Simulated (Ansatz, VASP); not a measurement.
## Two plane-wave programs on Ni

The input INCAR:

```
PREC = Accurate ; ENCUT = 520
EDIFF = 1E-7 ; ISMEAR = -1
SIGMA = 0.1 ; LREAL = F
LASPH = T ; NELM = 150
ALGO = Normal ; ISIF = 2
LWAVE = F ; LCHARG = F
ISPIN = 2 ; MAGMOM = 1.5
LORBIT = 11 ; LMAXMIX = 4
GGA = PS ; NBANDS = 15
```

KPOINTS

```
regular mesh
0
Gamma
  10 10 10
```

POSCAR

```
Ni
1.0
   -1.3837200000      1.3837200000      1.3837200000
    1.3837200000     -1.3837200000      1.3837200000
    1.3837200000      1.3837200000     -1.3837200000
Ni
1
Direct
    0.0000000000      0.0000000000      0.0000000000
```

Input for Ansatz:

```yaml
crystal:
  lattice:
    - [-1.38372, 1.38372, 1.38372]
    - [1.38372, -1.38372, 1.38372]
    - [1.38372, 1.38372, -1.38372]
  atoms:
    - { symbol: Ni, position: [0.0, 0.0, 0.0], spin: 1.5 }
basis:
  ecutwfc: 540.0
  xc_grid: 2
kpoints:
  mp_grid:
    grid: [10, 10, 10]
hamiltonian:
  xc: pbesol
magnetization:
  spin_polarized: true
scf:
  convergence:
    dr2_threshold: 1.0e-09
  occupations:
    method: fermi_dirac
output:
  forces: true
  stress: true
```

Alike in both runs: task single point; functional PBEsol; k mesh 10 × 10 × 10; collinear spin.

|  | VASP | Ansatz |
| --- | --- | --- |
| version | VASP 6.6.1 | Ansatz 0.2.0 |
| potentials or method | VASP PAW PBE potentials, release 64 (Ni), cutoff 520 eV | plane waves, PAW |
| occupations | fermi-dirac, width 0.1 eV | fermi-dirac |
| valence electrons in the cell | 10 | 18 |

Ansatz gave:

```
pressure (GPa)                                                : -2.6
net moment per atom (μB)                                      : 0.47
size of the moment on the site where the two differ most (μB) : 0.49
```

Task: What did VASP give for the same quantities?

Result: Pressure (GPa): -2.7; net moment per atom (μB): 0.44; size of the moment on the site where the two differ most (μB): 0.45.

VASP's potentials were made for PBE, not for PBEsol. Site moments also hang on the region over which each program counts them. VASP's potentials hold 10 valence electrons a cell and Ansatz's 18, so a difference there can come from the potentials and not from the codes. Ansatz's warnings: stress scf threshold loose.
